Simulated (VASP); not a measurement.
Write the native input for VASP 6.6.1 that does the following.

* Task: single point
* Functional: PBEsol
* Potentials or basis: VASP PAW PBE potentials, release 64 (Si, C)
* Cutoff: 520 eV
* k mesh: 15 × 15 × 8
* Occupations: gaussian, width 0.01 eV
* Spin: no spin polarisation
* Dipole correction: no
* Further INCAR settings: ALGO = Normal; EDIFF = 1e-06; NBANDS = 16

The structure of SiC (k07) lies in POSCAR:

```
SiC
1.0
    3.0759807156      0.0000000000      0.0000000000
   -1.5379903578      2.6638774413      0.0000000000
    0.0000000000      0.0000000000      5.0478465815
Si C
2 2
Direct
    0.3333333333      0.6666666667     -0.0283505545
    0.6666666667      0.3333333333      0.4716494455
    0.3333333333      0.6666666667      0.4033505545
    0.6666666667      0.3333333333      0.9033505545
```

One way to write it, as run:

INCAR

```
ALGO = Normal ; EDIFF = 1E-6
ENCUT = 520 ; GGA = PS
ISIF = 2 ; ISMEAR = 0
LASPH = True ; LCHARG = False
LREAL = False ; LWAVE = False
NBANDS = 16 ; NELM = 60
PREC = Accurate ; SIGMA = 0.01
```

KPOINTS

```
k-points
0
Gamma
  15 15 8
```

Potentials or basis: VASP PAW PBE potentials, release 64 (Si, C).

Run with:

```sh
$ cat potpaw_PBE.64/Si/POTCAR potpaw_PBE.64/C/POTCAR > POTCAR
$ mpirun -np 1 vasp_std > vasp.out
```

It gave:

```
Pressure               : 5.8 GPa
Largest force          : 2.336 eV/Å
Band gap on the k mesh : 1.27 eV, indirect (least direct gap 3.42 eV)
```

Caveat: the PAW data sets were made with another functional, which shifts forces and pressure a little.

Run time: 28 s on 1 thread of Intel(R) Xeon(R) 6975P-C (Granite Rapids), with other jobs on the host, peak memory 0.2 GiB.
